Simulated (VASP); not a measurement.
Set up this calculation in VASP 6.6.1, as the native input.

```yaml
Task: single point
Functional: PBEsol
Potentials_or_basis: VASP PAW PBE potentials, release 64 (Ru_pv, Br)
Cutoff: 520 eV
k_mesh: 10 × 10 × 6
Occupations: gaussian, width 0.05 eV
Spin: no spin polarisation
Dipole_correction: no
Further_INCAR_settings: ALGO = Normal; EDIFF = 1e-06; NBANDS = 21
```

The structure of RuBr2 lies in POSCAR:

```
RuBr2
1.0
    3.7261632604      0.0000000000      0.0000000000
   -1.8630816302      3.2269520422      0.0000000000
    0.0000000000      0.0000000000      5.9094615307
Ru Br
1 2
Direct
    0.0000000000      0.0000000000      0.0000000000
    0.3333333333      0.6666666667      0.2173797751
    0.6666666667      0.3333333333      0.7826202249
```

This cell differs from its parent crystal: volume scaled by 1.020.

One way to write it, as run:

INCAR

```
SYSTEM = RuBr2
PREC = Accurate ; ENCUT = 520
EDIFF = 1E-6 ; ISMEAR = 0
SIGMA = 0.05 ; LREAL = .FALSE.
LASPH = .TRUE. ; NELM = 80
ALGO = Normal ; ISIF = 2
LWAVE = .FALSE. ; LCHARG = .TRUE.
GGA = PS ; LELF = .TRUE.
LVHAR = .TRUE. ; NBANDS = 21
```

KPOINTS

```
Automatic mesh
0
G
  10 10 6
  0 0 0
```

Potentials or basis: VASP PAW PBE potentials, release 64 (Ru_pv, Br).

The run is started by

```console
$ cat potpaw_PBE.64/Ru_pv/POTCAR potpaw_PBE.64/Br/POTCAR > POTCAR
$ mpirun -np 1 vasp_std > vasp.out
```

It gave:

```json
{
  "Pressure": "-0.1 GPa",
  "Largest force": "0.011 eV/Å",
  "Band gap on the k mesh": "0.83 eV, indirect (least direct gap 0.87 eV)"
}
```

Caveat: the PAW data sets were made with another functional, which shifts forces and pressure a little; this functional lacks dispersion, which binds the layers, so the pressure and a relaxed spacing across them are unreliable.

Wall time 2.6 min on 1 thread of Oxide Virtual Turin-like Processor, with other jobs on the host, peak memory 0.22 GiB.
